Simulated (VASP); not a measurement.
Set up this calculation in VASP 6.6.1, as the native input.

- Task: single point
- Functional: LDA
- Potentials or basis: VASP PAW LDA potentials, release 64 (Si)
- Cutoff: 520 eV
- k mesh: 8 × 8 × 8
- Occupations: gaussian, width 0.02 eV
- Spin: no spin polarisation
- Dipole correction: no
- Further INCAR settings: ALGO = Normal; EDIFF = 1e-06; NBANDS = 11

The structure of Si lies in POSCAR:

```
Si
1.0
    0.0000000000      2.7008305081      2.7008305081
    2.7008305081      0.0000000000      2.7008305081
    2.7008305081      2.7008305081      0.0000000000
Si
2
Direct
    0.5000000000      0.5000000000      0.5000000000
    0.7500000000      0.7500000000      0.7500000000
```

The input as run:

INCAR

```
SYSTEM = Si
ALGO = Normal
EDIFF = 1E-6
ENCUT = 520
ISIF = 2
ISMEAR = 0
LASPH = .True.
LCHARG = .False.
LREAL = .False.
LWAVE = .False.
NBANDS = 11
NELM = 100
PREC = Accurate
SIGMA = 0.02
```

KPOINTS

```
k-points
0
Gamma
  8 8 8
  0 0 0
```

Potentials or basis: VASP PAW LDA potentials, release 64 (Si).

Command:

```console
$ cat potpaw_LDA.64/Si/POTCAR > POTCAR
$ mpirun -np 1 vasp_std > vasp.out
```

It gave:

```json
{
  "Pressure": "0.1 GPa",
  "Band gap on the k mesh": "0.49 eV, indirect (least direct gap 2.53 eV)"
}
```

Run time: 7.5 s on 1 thread of AMD EPYC 7R43 64-Core Processor (Zen 3), on a shared host, peak memory 0.1 GiB.
